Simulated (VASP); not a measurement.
# Be (P6_3/mmc) in VASP: notebook, part 3 of 3

VASP 6.6.1.

### 5 Single point, PBE

This run uses another cell than the first one, of 7.38 Å³/atom, 1.061 times its volume.

INCAR

```
SYSTEM = Be
PREC = Accurate
ENCUT = 520
EDIFF = 1E-6
ISMEAR = 1
SIGMA = 0.1
LREAL = .False.
LASPH = .True.
NELM = 80
ALGO = Normal
ISIF = 2
LWAVE = .False.
LCHARG = .False.
GGA = PE
NBANDS = 9
```

KPOINTS

```
regular mesh
0
Gamma
  10 10 6
  0 0 0
```

POSCAR

```
Be
1.0
    2.2223717254      0.0000000000      0.0000000000
   -1.1111858627      1.9246303708      0.0000000000
    0.0000000000      0.0000000000      3.4522065272
Be
2
Direct
    0.3333333333      0.6666666667      0.2500000000
    0.6666666667      0.3333333333      0.7500000000
```

Potentials or basis: VASP PAW PBE potentials, release 64 (Be).

On the command line:

```bash
> cat potpaw_PBE.64/Be/POTCAR > POTCAR
> mpirun -np 1 vasp_std > vasp.out
```

OUTCAR:

```text
SYSTEM = Be
   PREC = Accurate
   ENCUT = 520
   EDIFF = 1E-6
   ISMEAR = 1
   LREAL = .False.
   LASPH = .True.
   NELM = 80
   ISIF = 2
   GGA = PE

 ion  position               nearest neighbor table
   1  0.333  0.667  0.250-   2 2.15   2 2.15   2 2.15   2 2.15   2 2.15   2 2.15
   2  0.667  0.333  0.750-   1 2.15   1 2.15   1 2.15   1 2.15   1 2.15   1 2.15

  LATTYP: Found a hexagonal cell.
 ALAT       =     2.2223717254
 C/A-ratio  =     1.5533884308

  Lattice vectors:

 A1 = (   2.2223717254,   0.0000000000,   0.0000000000)
 A2 = (  -1.1111858627,   1.9246303708,   0.0000000000)
 A3 = (   0.0000000000,   0.0000000000,   3.4522065272)

Analysis of symmetry for initial positions (statically):
=====================================================================
 Subroutine PRICEL returns:
 Original cell was already a primitive cell.

 Routine SETGRP: Setting up the symmetry group for a
 hexagonal supercell.

 Subroutine GETGRP returns: Found 24 space group operations
 (whereof 12 operations were pure point group operations)
 out of a pool of 24 trial point group operations.

The static configuration has the point symmetry D_3d.
 The point group associated with its full space group is D_6h.

Analysis of symmetry for dynamics (positions and initial velocities):
=====================================================================
 Subroutine PRICEL returns:
 Original cell was already a primitive cell.

 Routine SETGRP: Setting up the symmetry group for a
 hexagonal supercell.

 Subroutine GETGRP returns: Found 24 space group operations
 (whereof 12 operations were pure point group operations)
 out of a pool of 24 trial point group operations.

The dynamic configuration has the point symmetry D_3d.
 The point group associated with its full space group is D_6h.

 Subroutine INISYM returns: Found 24 space group operations
 (whereof 12 operations are pure point group operations),
 and found     1 'primitive' translations

----------------------------------------------------------------------------------------

                                     Primitive cell

  volume of cell :      14.7659

  direct lattice vectors                    reciprocal lattice vectors
     2.222371725  0.000000000  0.000000000     0.449969728  0.259790143  0.000000000
    -1.111185863  1.924630371  0.000000000     0.000000000  0.519580287  0.000000000
     0.000000000  0.000000000  3.452206527     0.000000000  0.000000000  0.289669807

  length of vectors
     2.222371725  2.222371725  3.452206527     0.519580287  0.519580287  0.289669807

  position of ions in fractional coordinates (direct lattice)
     0.333333333  0.666666667  0.250000000
     0.666666667  0.333333333  0.750000000

  ion indices of the primitive-cell ions
   primitive index   ion index
                 1           1
                 2           2

----------------------------------------------------------------------------------------

 KPOINTS: regular mesh

Automatic generation of k-mesh.
 Grid dimensions read from file:
 generate k-points for:   10   10    6

 Generating k-lattice:

  Cartesian coordinates                     Fractional coordinates (reciprocal lattice)
     0.044996973  0.025979014  0.000000000     0.100000000  0.000000000  0.000000000
     0.000000000  0.051958029  0.000000000     0.000000000  0.100000000  0.000000000
     0.000000000  0.000000000  0.048278301     0.000000000  0.000000000  0.166666667

  Length of vectors
     0.051958029  0.051958029  0.048278301

  Shift w.r.t. Gamma in fractional coordinates (k-lattice)
     0.000000000  0.000000000  0.000000000

 Subroutine IBZKPT returns following result:
 ===========================================

 Found     56 irreducible k-points:

 Following reciprocal coordinates:
            Coordinates               Weight
  0.000000  0.000000  0.000000      1.000000
  0.100000  0.000000  0.000000      6.000000
  0.200000  0.000000  0.000000      6.000000
  0.300000  0.000000  0.000000      6.000000
  0.400000  0.000000  0.000000      6.000000
  0.500000 -0.000000  0.000000      3.000000
[... 16 lines left out ...]
  0.300000  0.100000  0.166667     24.000000
  0.400000  0.100000  0.166667     24.000000
 [... further k-points ...]
   k-points           NKPTS =     56   k-points in BZ     NKDIM =     56   number of bands    NBANDS=      9
   number of dos      NEDOS =    301   number of ions     NIONS =      2
   total plane-waves  NPLWV =   9072
   dimension x,y,z NGX =    18 NGY =   18 NGZ =   28
   dimension x,y,z NGXF=    36 NGYF=   36 NGZF=   56
   ions per type =               2
   NGX,Y,Z   is equivalent  to a cutoff of  13.47, 13.47, 13.48 a.u.
   NGXF,Y,Z  is equivalent  to a cutoff of  26.93, 26.93, 26.97 a.u.
 SYSTEM =  Be
   PREC   = accura    normal or accurate (medium, high low for compatibility)
   ISTART =      0    job   : 0-new  1-cont  2-samecut
   ICHARG =      2    charge: 1-file 2-atom 10-const
   ISPIN  =      1    spin polarized calculation?
   LNONCOLLINEAR =      F non collinear calculations
   LSORBIT =      F    spin-orbit coupling
   LASPH  =      T    aspherical Exc in radial PAW
   ENCUT  =  520.0 eV  38.22 Ry    6.18 a.u.   4.13  4.13  6.42*2*pi/ulx,y,z
   NELM   =     80;   NELMIN=  2; NELMDL= -5     # of ELM steps
   EDIFF  = 0.1E-05   stopping-criterion for ELM
   LREAL  =      F    real-space projection
   EDIFFG = 0.1E-04   stopping-criterion for IOM
   NSW    =      0    number of steps for IOM
   IBRION =     -1    ionic relax: 0-MD 1-quasi-New 2-CG
   NFREE  =      0    steps in history (QN), initial steepest desc. (CG)
   ISIF   =      2    stress and relaxation
   ISYM   =      2    0-nonsym 1-usesym 2-fastsym
   POTIM  = 0.5000    time-step for ionic-motion
   TEBEG  =    0.0;   TEEND  =   0.0 temperature during run
   PSTRESS=    0.0 pullay stress
   NELECT =       4.0000    total number of electrons
   NUPDOWN=      -1.0000    fix difference up-down
   EMIN   =  10.00;   EMAX   =-10.00  energy-range for DOS
   EFERMI =   0.00;   METHOD = LEGACY
   ISMEAR =     1;   SIGMA  =   0.10  broadening in eV -4-tet -1-fermi 0-gaus
   EFERMI_NEDOS =   21; number of points for ismear=-14 and -15
   IALGO  =     38    algorithm
   IMIX   =      4    mixing-type and parameters
     AMIX     =   0.40;   BMIX     =  1.00
     AMIX_MAG =   1.60;   BMIX_MAG =  1.00
  volume/ion in A,a.u.               =       7.38        49.82
  Fermi-wavevector in a.u.,A,eV,Ry     =   1.059273  2.001736 15.266543  1.122059
  Thomas-Fermi vector in A             =   2.194612
   LORBIT       =      0    0 simple, 1 ext, 2 COOP (PROOUT), +10 PAW based schemes
   GGA     = PE    functional components
   LHFCALC =     F    Hartree Fock is set to
   AEXX    =    0.0000 exact exchange contribution
   IVDW    =     0    specifies the selected vdW correction
   LEPSILON=     F    determine dielectric tensor
   LRPA    =     F    only Hartree local field effects (RPA)
 non-spin polarized calculation
 Methfessel and Paxton  Order N= 1 SIGMA  =   0.10
  energy-cutoff  :      520.00
  volume of cell :       14.77
 maximum number of plane-waves:       408
 NGX is ok and might be reduce to    18
   NGX =  9   NGY =  9   NGZ = 13

 number of electron       4.0000000 magnetization

 Free energy of the ion-electron system (eV)
  ---------------------------------------------------
  ext. energy  EPLUGINS =         0.00000000
  ---------------------------------------------------
  free energy    TOTEN  =        -7.47584291 eV

  energy without entropy =       -7.47640219  energy(sigma->0) =       -7.47602933

 E-fermi :   7.5929     XC(G=0): -10.8321

 val. band max:        7.4705295838   @ k =   0.3000   0.2000   0.0000
 cond. band min:       7.6797816097   @ k =   0.2000   0.2000   0.0000
 fundamental gap:      0.2092520259
 Fermi energy:         7.5929072957

 k-point     1 :       0.0000    0.0000    0.0000
  band No.  band energies     occupation
      1      -4.1300      2.00000
      2       3.0435      2.00000
      3       9.1920     -0.00000
      4      24.1875      0.00000
      5      24.1875      0.00000
      6      27.2493      0.00000
      7      27.2493      0.00000
      8      30.0107      0.00000
      9      35.6631      0.00000
[... 265 lines left out ...]
 k-point    24 :       0.4000    0.1000    0.1667
  band No.  band energies     occupation
      1       2.0827      2.00000
      2       5.2063      2.00000
      3      10.0655      0.00000
      4      13.0688      0.00000
      5      14.9695      0.00000
      6      18.0151      0.00000
      7      21.7491      0.00000
      8      23.6711      0.00000
      9      29.3708      0.00000

 [... further k-points ...]
[... 5 lines left out ...]
  --------------------------------------------------------------------------------------
  -------------------------------------------------------------------------------------
  Total        0.9382005      0.9382005      0.9412925      0.0000000      0.0000000      0.0000000
  in kB      101.7994481    101.7994481    102.1349433      0.0000000      0.0000000      0.0000000
  external PRESSURE =     101.9112799 kB  Pullay stress =       0.0000000 kB

 VOLUME and BASIS-vectors are now :
 -----------------------------------------------------------------------------
  energy-cutoff  :      520.00
  volume of cell :       14.77
      direct lattice vectors                 reciprocal lattice vectors
     2.222371725  0.000000000  0.000000000     0.449969728  0.259790143  0.000000000
    -1.111185863  1.924630371  0.000000000     0.000000000  0.519580287  0.000000000
     0.000000000  0.000000000  3.452206527     0.000000000  0.000000000  0.289669807

 POSITION                                       TOTAL-FORCE (eV/Angst)
 -----------------------------------------------------------------------------------
     -0.00000      1.28309      0.86305         0.000000     -0.000000      0.000000
      1.11119      0.64154      2.58915        -0.000000      0.000000      0.000000
 -----------------------------------------------------------------------------------
    total drift:                                0.000000     -0.000000      0.000000

  FREE ENERGIE OF THE ION-ELECTRON SYSTEM (eV)
  ---------------------------------------------------
  free  energy   TOTEN  =        -7.4758429051 eV

  energy  without entropy=       -7.4764021885  energy(sigma->0) =       -7.47602933
```

OSZICAR:

```text
N       E                     dE             d eps       ncg     rms          rms(c)
DAV:   1    -0.237025316224E+01   -0.23703E+01   -0.18742E+03  1024   0.373E+02
DAV:   2    -0.750737713442E+01   -0.51371E+01   -0.48604E+01  1517   0.567E+01
DAV:   3    -0.755432136417E+01   -0.46944E-01   -0.46729E-01  1162   0.373E+00
DAV:   4    -0.755438126594E+01   -0.59902E-04   -0.59901E-04  1260   0.140E-01
DAV:   5    -0.755438130211E+01   -0.36177E-07   -0.36412E-07  1125   0.318E-03    0.131E+00
DAV:   6    -0.749735705790E+01    0.57024E-01   -0.84717E-03  1087   0.952E-01    0.807E-01
DAV:   7    -0.747586891902E+01    0.21488E-01   -0.87972E-03  1092   0.975E-01    0.337E-02
DAV:   8    -0.747584493606E+01    0.23983E-04   -0.16221E-05  1120   0.333E-02    0.115E-02
DAV:   9    -0.747584298248E+01    0.19536E-05   -0.33096E-06  1162   0.152E-02    0.108E-03
DAV:  10    -0.747584290508E+01    0.77405E-07   -0.17585E-09   613   0.295E-04
   1 F= -.74758429E+01 E0= -.74760293E+01  d E =0.559283E-03
```

stdout:

```text
POSCAR found type information on POSCAR Be
 POSCAR found :  1 types and       2 ions
 scaLAPACK will be used
 LDA part: xc-table for (Slater+PW92), standard interpolation
 POSCAR, INCAR and KPOINTS ok, starting setup
 FFT: planning ... GRIDC
 FFT: planning ... GRID_SOFT
 FFT: planning ... GRID
 WAVECAR not read
 entering main loop
```

Run time: 9.9 s. Hardware: 1 thread of Intel Xeon 8259CL, shared host; peak memory 0.12 GiB.

Results:

| Property | Result |
| --- | --- |
| Free energy | -7.4758 eV |
| Pressure | 10.2 GPa |
| Band gap on the k mesh | zero (band 2 reaches 7.99 eV, above the bottom of band 3 at 7.22 eV) |

### 6 Summary

| cell | gap on the mesh (eV) | pressure (GPa) |
| --- | --- | --- |
| a = 2.177, b = 2.177, c = 3.392 Å, angles 90.0, 90.0, 120.0°, 2 atoms | none | 20.2 |
| a = 2.138, b = 2.138, c = 3.343 Å, angles 90.0, 90.0, 120.0°, 2 atoms | none | 30.3 |
| a = 2.280, b = 2.280, c = 3.528 Å, angles 90.0, 90.0, 120.0°, 2 atoms | none | 0.1 |
| a = 2.222, b = 2.222, c = 3.452 Å, angles 90.0, 90.0, 120.0°, 2 atoms | none | 10.2 |

Alike in all rows: task single point; level PBE; potentials or basis VASP PAW PBE potentials, release 64 (Be); no spin polarisation; k mesh 10 × 10 × 6; cutoff (eV) 520; smearing methfessel-paxton 0.1 eV.

Absolute energies hang on the potentials; compare differences alone.
